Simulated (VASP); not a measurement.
# MgS (Fm-3m) in VASP: notebook, part 3 of 3

VASP 6.6.1. The steps go on from the part before.

## Step 5: G0W0 quasiparticle levels, PBE

The input, POSCAR:

```
MgS
1.0
    0.0000000000      2.6015177399      2.6015177399
    2.6015177399      0.0000000000      2.6015177399
    2.6015177399      2.6015177399      0.0000000000
Mg S
1 1
Direct
    0.0000000000      0.0000000000      0.0000000000
    0.5000000000      0.5000000000      0.5000000000
```

The input, INCAR.step1:

```
PREC = Accurate
ENCUT = 500
EDIFF = 1E-8
ISMEAR = 0
SIGMA = 0.01
LREAL = F
LASPH = T
NELM = 80
ALGO = Normal
LWAVE = T
LCHARG = F
GGA = PE
```

The input, INCAR.step2:

```
PREC = Accurate
ENCUT = 500
EDIFF = 1E-8
ISMEAR = 0
SIGMA = 0.01
LREAL = F
LASPH = T
NELM = 1
ALGO = Exact
LWAVE = T
LCHARG = F
GGA = PE
NBANDS = 61
LOPTICS = T
ISTART = 1
```

The input, INCAR.step3:

```
PREC = Accurate
ENCUT = 500
EDIFF = 1E-8
ISMEAR = 0
SIGMA = 0.01
LREAL = F
LASPH = T
ALGO = EVGW0
LWAVE = F
LCHARG = F
GGA = PE
NELMGW = 1
NBANDS = 61
ENCUTGW = 80.0
NOMEGA = 96
PRECFOCK = Fast
ISTART = 1
NBANDSGW = 12
OMEGAMAX = 20
```

The input, KPOINTS:

```
regular mesh
0
Gamma
  6 6 6
```

Potentials or basis: VASP PAW PBE potentials, release 64 (Mg_GW, S_GW).

Command:

```bash
> cat potpaw_PBE.64/Mg_GW/POTCAR potpaw_PBE.64/S_GW/POTCAR > POTCAR
> cp INCAR.step1 INCAR
> mpirun -np 1 vasp_std > vasp.out
> cp INCAR.step2 INCAR
> mpirun -np 1 vasp_std > vasp.out
> cp INCAR.step3 INCAR
> mpirun -np 1 vasp_std > vasp.out
```

OUTCAR:

```text
PREC = Accurate
   ENCUT = 500
   EDIFF = 1E-8
   ISMEAR = 0
   LREAL = F
   LASPH = T
   GGA = PE
   NELMGW = 1
   ENCUTGW = 80.0
   PRECFOCK = Fast
   ISTART = 1

 ion  position               nearest neighbor table
   1  0.000  0.000  0.000-
   2  0.500  0.500  0.500-

  LATTYP: Found a face centered cubic cell.
 ALAT       =     5.2030354798

  Lattice vectors:

 A1 = (   0.0000000000,   2.6015177399,   2.6015177399)
 A2 = (   2.6015177399,   0.0000000000,   2.6015177399)
 A3 = (   2.6015177399,   2.6015177399,   0.0000000000)

Analysis of symmetry for initial positions (statically):
=====================================================================
 Subroutine PRICEL returns:
 Original cell was already a primitive cell.

 Routine SETGRP: Setting up the symmetry group for a
 face centered cubic supercell.

 Subroutine GETGRP returns: Found 48 space group operations
 (whereof 48 operations were pure point group operations)
 out of a pool of 48 trial point group operations.

The static configuration has the point symmetry O_h .

Analysis of symmetry for dynamics (positions and initial velocities):
=====================================================================
 Subroutine PRICEL returns:
 Original cell was already a primitive cell.

 Routine SETGRP: Setting up the symmetry group for a
 face centered cubic supercell.

 Subroutine GETGRP returns: Found 48 space group operations
 (whereof 48 operations were pure point group operations)
 out of a pool of 48 trial point group operations.

The dynamic configuration has the point symmetry O_h .

 Subroutine INISYM returns: Found 48 space group operations
 (whereof 48 operations are pure point group operations),
 and found     1 'primitive' translations

----------------------------------------------------------------------------------------

                                     Primitive cell

  volume of cell :      35.2136

  direct lattice vectors                    reciprocal lattice vectors
     0.000000000  2.601517740  2.601517740    -0.192195499  0.192195499  0.192195499
     2.601517740  0.000000000  2.601517740     0.192195499 -0.192195499  0.192195499
     2.601517740  2.601517740  0.000000000     0.192195499  0.192195499 -0.192195499

  length of vectors
     3.679101671  3.679101671  3.679101671     0.332892369  0.332892369  0.332892369

  position of ions in fractional coordinates (direct lattice)
     0.000000000  0.000000000  0.000000000
     0.500000000  0.500000000  0.500000000

  ion indices of the primitive-cell ions
   primitive index   ion index
                 1           1
                 2           2

----------------------------------------------------------------------------------------

 KPOINTS: regular mesh

Automatic generation of k-mesh.
 Grid dimensions read from file:
 generate k-points for:    6    6    6

 Generating k-lattice:

  Cartesian coordinates                     Fractional coordinates (reciprocal lattice)
    -0.032032583  0.032032583  0.032032583     0.166666667  0.000000000  0.000000000
     0.032032583 -0.032032583  0.032032583     0.000000000  0.166666667  0.000000000
     0.032032583  0.032032583 -0.032032583     0.000000000  0.000000000  0.166666667

  Length of vectors
     0.055482062  0.055482062  0.055482062

  Shift w.r.t. Gamma in fractional coordinates (k-lattice)
     0.000000000  0.000000000  0.000000000

 Subroutine IBZKPT returns following result:
 ===========================================

 Found     16 irreducible k-points:

 Following reciprocal coordinates:
            Coordinates               Weight
  0.000000  0.000000  0.000000      1.000000
  0.166667  0.000000  0.000000      8.000000
  0.333333  0.000000  0.000000      8.000000
  0.500000  0.000000  0.000000      4.000000
  0.166667  0.166667  0.000000      6.000000
  0.333333  0.166667  0.000000     24.000000
[... 8 lines left out ...]
 -0.333333  0.333333  0.166667     24.000000
 -0.333333  0.500000  0.166667     12.000000
   k-points           NKPTS =     16   k-points in BZ     NKDIM =    216   number of bands    NBANDS=     61
   number of dos      NEDOS =    301   number of ions     NIONS =      2
   total plane-waves  NPLWV =  21952
   dimension x,y,z NGX =    28 NGY =   28 NGZ =   28
   dimension x,y,z NGXF=    56 NGYF=   56 NGZF=   56
   ions per type =               1   1
   NGX,Y,Z   is equivalent  to a cutoff of  12.65, 12.65, 12.65 a.u.
   NGXF,Y,Z  is equivalent  to a cutoff of  25.30, 25.30, 25.30 a.u.
 SYSTEM =  unknown system
   PREC   = accura    normal or accurate (medium, high low for compatibility)
   ISTART =      1    job   : 0-new  1-cont  2-samecut
   ICHARG =      0    charge: 1-file 2-atom 10-const
   ISPIN  =      1    spin polarized calculation?
   LNONCOLLINEAR =      F non collinear calculations
   LSORBIT =      F    spin-orbit coupling
   LASPH  =      T    aspherical Exc in radial PAW
   ENCUT  =  500.0 eV  36.75 Ry    6.06 a.u.   6.71  6.71  6.71*2*pi/ulx,y,z
   NELM   =     60;   NELMIN=  2; NELMDL=  0     # of ELM steps
   EDIFF  = 0.1E-07   stopping-criterion for ELM
   LREAL  =      F    real-space projection
   EDIFFG = 0.1E-06   stopping-criterion for IOM
   NSW    =      0    number of steps for IOM
   IBRION =     -1    ionic relax: 0-MD 1-quasi-New 2-CG
   NFREE  =      0    steps in history (QN), initial steepest desc. (CG)
   ISIF   =      0    stress and relaxation
   ISYM   =      3    0-nonsym 1-usesym 2-fastsym
   POTIM  = 0.5000    time-step for ionic-motion
   TEBEG  =    0.0;   TEEND  =   0.0 temperature during run
   PSTRESS=    0.0 pullay stress
   NELECT =       8.0000    total number of electrons
   NUPDOWN=      -1.0000    fix difference up-down
   EMIN   =  10.00;   EMAX   =-10.00  energy-range for DOS
   EFERMI =   0.00;   METHOD = LEGACY
   ISMEAR =     0;   SIGMA  =   0.01  broadening in eV -4-tet -1-fermi 0-gaus
   EFERMI_NEDOS =   21; number of points for ismear=-14 and -15
   IALGO  =     38    algorithm
   IMIX   =      4    mixing-type and parameters
     AMIX     =   0.40;   BMIX     =  1.00
     AMIX_MAG =   1.60;   BMIX_MAG =  1.00
  volume/ion in A,a.u.               =      17.61       118.82
  Fermi-wavevector in a.u.,A,eV,Ry     =   0.998929  1.887702 13.576703  0.997860
  Thomas-Fermi vector in A             =   2.131185
   LORBIT       =      0    0 simple, 1 ext, 2 COOP (PROOUT), +10 PAW based schemes
   GGA     = PE    functional components
   LHFCALC =     T    Hartree Fock is set to
   PRECFOCK=fast      Normal, Fast or Accurate (Low or Medium for compatibility)
   ENCUT4O =  -1.0   cutoff for four orbital integrals eV
   NKREDX  =     1    reduce k-point grid by
   NKREDY  =     1    reduce k-point grid by
   NKREDZ  =     1    reduce k-point grid by
   AEXX    =    1.0000 exact exchange contribution
   HFSCREEN=    0.0000 screening length (either q_TF or 0.3 A-1)
   HFSCREENC=   0.0000 screening length for correlation (either q_TF or 0.3 A-1)
   ENCUTFOCK=  -1.0 apply spherical cutoff to Coloumb kernel
   IVDW    =     0    specifies the selected vdW correction
   LEPSILON=     F    determine dielectric tensor
   LRPA    =     F    only Hartree local field effects (RPA)
   LRPAFORCE           =     F    calculate RPA forces
   ENCUTGW             =  80.0    cutoff for response function in eV
   ENCUTGWSOFT         =  64.0    soft cutoff for Coulomb kernel in GW response function in eV
   ENCUTLF             =  -1.0    cutoff for local field effects
   NELMGW              =     1    number of iterations in solving QP/BSE equation
   NELMHF              =     1    number of iterations in the inner HF iteration
   NKREDLFX            =     1    NKREDLFY  =   1   NKREDLFZ  =   1
 non-spin polarized calculation
 Gauss-broadening in eV      SIGMA  =   0.01
  energy-cutoff  :      500.00
  volume of cell :       35.21
 maximum number of plane-waves:       911
  NGX = 16; NGY = 16; NGZ = 16
   NGX = 13   NGY = 13   NGZ = 13
 maximum number of plane-waves:        64
 NGX is ok and might be reduce to    14

 QP shifts <psi_nk| G(iteration)W_0 |psi_nk>: iteration 1
 for sc-GW calculations column KS-energies equals QP-energies in previous step
 and V_xc(KS)=  KS-energies - (<T + V_ion + V_H > + <T+V_H+V_ion>^1  + <V_x>^1)

 k-point   1 :       0.0000    0.0000    0.0000
  band No.  KS-energies  QP-energies   sigma(KS)   V_xc(KS)     V^pw_x(r,r')   Z            occupation Imag(sigma)

      1      -8.9282      -9.4696     -13.3743     -12.5972     -20.8565       0.6967       2.0000       1.4336
      2       3.7431       3.1084     -14.1171     -13.2978     -16.1595       0.7747       2.0000       0.0418
      3       3.7431       3.1084     -14.1171     -13.2978     -16.1595       0.7747       2.0000       0.0418
      4       3.7431       3.1084     -14.1171     -13.2978     -16.1595       0.7747       2.0000       0.0418
      5       7.4507       8.1759      -9.1070     -10.0111      -5.5077       0.8021       0.0000      -0.0496
      6      11.6609      12.3867      -8.4442      -9.3628      -4.2766       0.7901       0.0000      -0.0697
      7      11.6609      12.3867      -8.4442      -9.3628      -4.2766       0.7901       0.0000      -0.0697
      8      11.6609      12.3867      -8.4442      -9.3628      -4.2766       0.7901       0.0000      -0.0697
      9      14.0089      14.9703      -9.2174     -10.4743      -4.5972       0.7649       0.0000      -0.1248
     10      14.0089      14.9703      -9.2174     -10.4743      -4.5972       0.7649       0.0000      -0.1248
     11      16.2930      16.3422      -7.2112      -7.2772      -1.8375       0.7457       0.0000      -0.2609
     12      16.9243      17.4760      -7.7183      -8.4562      -2.0560       0.7477       0.0000      -0.3892
[... 228 lines left out ...]
      1      -7.2169      -7.5312     -14.2323     -13.7829     -21.4171       0.6994       2.0000       1.0532
      2      -0.0083      -0.9739     -12.3718     -11.0560     -15.3883       0.7338       2.0000       0.0909
      3       1.1637       0.2696     -12.7523     -11.5643     -15.3665       0.7526       2.0000       0.0666
      4       1.5297       0.7213     -12.6760     -11.6095     -15.0965       0.7580       2.0000       0.0599
      5       8.1418       8.9290      -8.8589      -9.8473      -5.3187       0.7964       0.0000      -0.0526
      6       9.9502      10.5694      -8.6669      -9.4449      -4.7661       0.7960       0.0000      -0.0604
      7      12.8616      13.6935      -8.7668      -9.8600      -4.0747       0.7610       0.0000      -0.1171
      8      13.5119      14.2986      -9.6232     -10.6640      -4.8781       0.7559       0.0000      -0.1188
      9      17.5151      18.1795      -8.9829      -9.8830      -3.1643       0.7382       0.0000      -0.4437
     10      18.7096      19.4077      -9.1355     -10.0683      -3.2525       0.7484       0.0000      -0.5242
     11      19.0882      19.9427      -9.5298     -10.6662      -3.7272       0.7519       0.0000      -0.5456
     12      19.3963      20.4969     -10.5130     -11.9875      -4.7139       0.7465       0.0000      -0.4697
```

Wall time 3.7 min (1 thread of AMD EPYC 9R45 (Zen 5), shared host); peak memory 0.39 GiB.

Results:

```
Quasiparticle gap                                   : 4.11 eV
Least direct quasiparticle gap                      : 5.07 eV
Band gap of the starting levels on the mesh         : 2.77 eV
Least direct gap of the starting levels on the mesh : 3.71 eV
```

Caveat: bands, screening cutoff and mesh are small and nothing is extrapolated, so the quasiparticle values aren't converged.

## Step 6: G0W0 quasiparticle levels, PBE

POSCAR is that of step 5.

The input, INCAR.step1:

```
SYSTEM = MgS
ALGO = Normal
EDIFF = 1E-8
ENCUT = 500
GGA = PE
ISMEAR = 0
LASPH = .True.
LCHARG = .False.
LREAL = .False.
LWAVE = .True.
NELM = 80
PREC = Accurate
SIGMA = 0.01
```

The input, INCAR.step2:

```
SYSTEM = MgS
ALGO = Exact
EDIFF = 1E-8
ENCUT = 500
GGA = PE
ISMEAR = 0
ISTART = 1
LASPH = .True.
LCHARG = .False.
LOPTICS = .True.
LREAL = .False.
LWAVE = .True.
NBANDS = 136
NELM = 1
PREC = Accurate
SIGMA = 0.01
```

The input, INCAR.step3:

```
SYSTEM = MgS
ALGO = EVGW0
EDIFF = 1E-8
ENCUT = 500
ENCUTGW = 140.0
GGA = PE
ISMEAR = 0
ISTART = 1
LASPH = .True.
LCHARG = .False.
LREAL = .False.
LWAVE = .False.
NBANDS = 136
NBANDSGW = 12
NELMGW = 1
NOMEGA = 96
OMEGAMAX = 20
PREC = Accurate
PRECFOCK = Fast
SIGMA = 0.01
```

The input, KPOINTS:

```
k-points
0
Gamma
  4 4 4
  0 0 0
```

Potentials or basis: VASP PAW PBE potentials, release 64 (Mg_GW, S_GW).

Command:

```bash
> cat potpaw_PBE.64/Mg_GW/POTCAR potpaw_PBE.64/S_GW/POTCAR > POTCAR
> cp INCAR.step1 INCAR
> mpirun -np 1 vasp_std > vasp.out
> cp INCAR.step2 INCAR
> mpirun -np 1 vasp_std > vasp.out
> cp INCAR.step3 INCAR
> mpirun -np 1 vasp_std > vasp.out
```

OUTCAR:

```text
SYSTEM = MgS
   EDIFF = 1E-8
   ENCUT = 500
   ENCUTGW = 140.0
   GGA = PE
   ISMEAR = 0
   ISTART = 1
   LASPH = .True.
   LREAL = .False.
   NELMGW = 1
   PREC = Accurate
   PRECFOCK = Fast

 ion  position               nearest neighbor table
   1  0.000  0.000  0.000-
   2  0.500  0.500  0.500-

  LATTYP: Found a face centered cubic cell.
 ALAT       =     5.2030354798

  Lattice vectors:

 A1 = (   0.0000000000,   2.6015177399,   2.6015177399)
 A2 = (   2.6015177399,   0.0000000000,   2.6015177399)
 A3 = (   2.6015177399,   2.6015177399,   0.0000000000)

Analysis of symmetry for initial positions (statically):
=====================================================================
 Subroutine PRICEL returns:
 Original cell was already a primitive cell.

 Routine SETGRP: Setting up the symmetry group for a
 face centered cubic supercell.

 Subroutine GETGRP returns: Found 48 space group operations
 (whereof 48 operations were pure point group operations)
 out of a pool of 48 trial point group operations.

The static configuration has the point symmetry O_h .

Analysis of symmetry for dynamics (positions and initial velocities):
=====================================================================
 Subroutine PRICEL returns:
 Original cell was already a primitive cell.

 Routine SETGRP: Setting up the symmetry group for a
[... 102 lines left out ...]
   EMIN   =  10.00;   EMAX   =-10.00  energy-range for DOS
   EFERMI =   0.00;   METHOD = LEGACY
   ISMEAR =     0;   SIGMA  =   0.01  broadening in eV -4-tet -1-fermi 0-gaus
   EFERMI_NEDOS =   21; number of points for ismear=-14 and -15
   IALGO  =     38    algorithm
   IMIX   =      4    mixing-type and parameters
     AMIX     =   0.40;   BMIX     =  1.00
     AMIX_MAG =   1.60;   BMIX_MAG =  1.00
  volume/ion in A,a.u.               =      17.61       118.82
  Fermi-wavevector in a.u.,A,eV,Ry     =   0.998929  1.887702 13.576703  0.997860
  Thomas-Fermi vector in A             =   2.131185
   LORBIT       =      0    0 simple, 1 ext, 2 COOP (PROOUT), +10 PAW based schemes
   GGA     = PE    functional components
   LHFCALC =     T    Hartree Fock is set to
   PRECFOCK=fast      Normal, Fast or Accurate (Low or Medium for compatibility)
   ENCUT4O =  -1.0   cutoff for four orbital integrals eV
   NKREDX  =     1    reduce k-point grid by
   NKREDY  =     1    reduce k-point grid by
   NKREDZ  =     1    reduce k-point grid by
   AEXX    =    1.0000 exact exchange contribution
   HFSCREEN=    0.0000 screening length (either q_TF or 0.3 A-1)
   HFSCREENC=   0.0000 screening length for correlation (either q_TF or 0.3 A-1)
   ENCUTFOCK=  -1.0 apply spherical cutoff to Coloumb kernel
   IVDW    =     0    specifies the selected vdW correction
   LEPSILON=     F    determine dielectric tensor
   LRPA    =     F    only Hartree local field effects (RPA)
   LRPAFORCE           =     F    calculate RPA forces
   ENCUTGW             = 140.0    cutoff for response function in eV
   ENCUTGWSOFT         = 112.0    soft cutoff for Coulomb kernel in GW response function in eV
   ENCUTLF             =  -1.0    cutoff for local field effects
   NELMGW              =     1    number of iterations in solving QP/BSE equation
   NELMHF              =     1    number of iterations in the inner HF iteration
   NKREDLFX            =     1    NKREDLFY  =   1   NKREDLFZ  =   1
 non-spin polarized calculation
 Gauss-broadening in eV      SIGMA  =   0.01
  energy-cutoff  :      500.00
  volume of cell :       35.21
 maximum number of plane-waves:       896
 NGX is ok and might be reduce to    28
  NGX = 16; NGY = 16; NGZ = 16
   NGX = 13   NGY = 13   NGZ = 13
 maximum number of plane-waves:       138

 QP shifts <psi_nk| G(iteration)W_0 |psi_nk>: iteration 1
 for sc-GW calculations column KS-energies equals QP-energies in previous step
 and V_xc(KS)=  KS-energies - (<T + V_ion + V_H > + <T+V_H+V_ion>^1  + <V_x>^1)

 k-point   1 :       0.0000    0.0000    0.0000
  band No.  KS-energies  QP-energies   sigma(KS)   V_xc(KS)     V^pw_x(r,r')   Z            occupation Imag(sigma)

      1      -8.9031      -9.7279     -13.7706     -12.5924     -20.8482       0.7000       2.0000       1.4494
      2       3.7694       2.8354     -14.5066     -13.2991     -16.2918       0.7735       2.0000       0.0315
      3       3.7694       2.8354     -14.5066     -13.2991     -16.2918       0.7735       2.0000       0.0315
      4       3.7694       2.8354     -14.5066     -13.2991     -16.2918       0.7735       2.0000       0.0315
      5       7.4664       8.0154      -9.3151     -10.0068      -5.3349       0.7936       0.0000      -0.0539
      6      11.6705      12.2257      -8.6477      -9.3531      -4.2292       0.7869       0.0000      -0.0706
      7      11.6705      12.2257      -8.6477      -9.3531      -4.2292       0.7869       0.0000      -0.0706
      8      11.6705      12.2257      -8.6477      -9.3531      -4.2292       0.7869       0.0000      -0.0706
      9      14.0200      14.7636      -9.5021     -10.4704      -4.5845       0.7679       0.0000      -0.1185
     10      14.0200      14.7636      -9.5021     -10.4704      -4.5845       0.7679       0.0000      -0.1185
     11      16.3030      16.2536      -7.3205      -7.2547      -1.8104       0.7503       0.0000      -0.2705
     12      16.9252      17.3680      -7.8479      -8.4478      -2.0448       0.7381       0.0000      -0.3542
[... 100 lines left out ...]
      1      -7.1745      -7.7714     -14.6618     -13.7976     -21.4358       0.6907       2.0000       1.0363
      2       0.5322      -0.5947     -12.7558     -11.2429     -15.3373       0.7449       2.0000       0.0640
      3       0.5322      -0.5947     -12.7558     -11.2429     -15.3373       0.7449       2.0000       0.0640
      4       1.4018       0.4008     -12.7943     -11.4684     -14.9863       0.7549       2.0000       0.0487
      5       8.9898       9.6395      -9.5533     -10.3801      -5.6087       0.7858       0.0000      -0.0599
      6      11.6928      12.2024      -9.3886     -10.0469      -4.8531       0.7741       0.0000      -0.0783
      7      11.6928      12.2024      -9.3886     -10.0469      -4.8531       0.7741       0.0000      -0.0783
      8      11.7890      12.3980      -8.5847      -9.3748      -3.8719       0.7708       0.0000      -0.0916
      9      18.0550      18.5269      -9.2049      -9.8361      -3.0984       0.7477       0.0000      -0.4754
     10      18.0550      18.5269      -9.2049      -9.8361      -3.0984       0.7477       0.0000      -0.4754
     11      19.3448      19.9370      -9.8381     -10.6351      -3.7099       0.7429       0.0000      -0.5368
     12      19.4521      20.2121     -11.0203     -12.0562      -4.7658       0.7336       0.0000      -0.4566
```

Wall time 77 s (1 thread of Intel Xeon Platinum 8488C (Sapphire Rapids), shared host); peak memory 0.33 GiB.

What came out:

* Quasiparticle gap: 4.25 eV
* Least direct quasiparticle gap: 5.18 eV
* Band gap of the starting levels on the mesh: 2.75 eV
* Least direct gap of the starting levels on the mesh: 3.70 eV

Caveat: the k points lie up to 0.52 Å⁻¹ apart; bands, screening cutoff and mesh are small and nothing is extrapolated, so the quasiparticle values aren't converged.
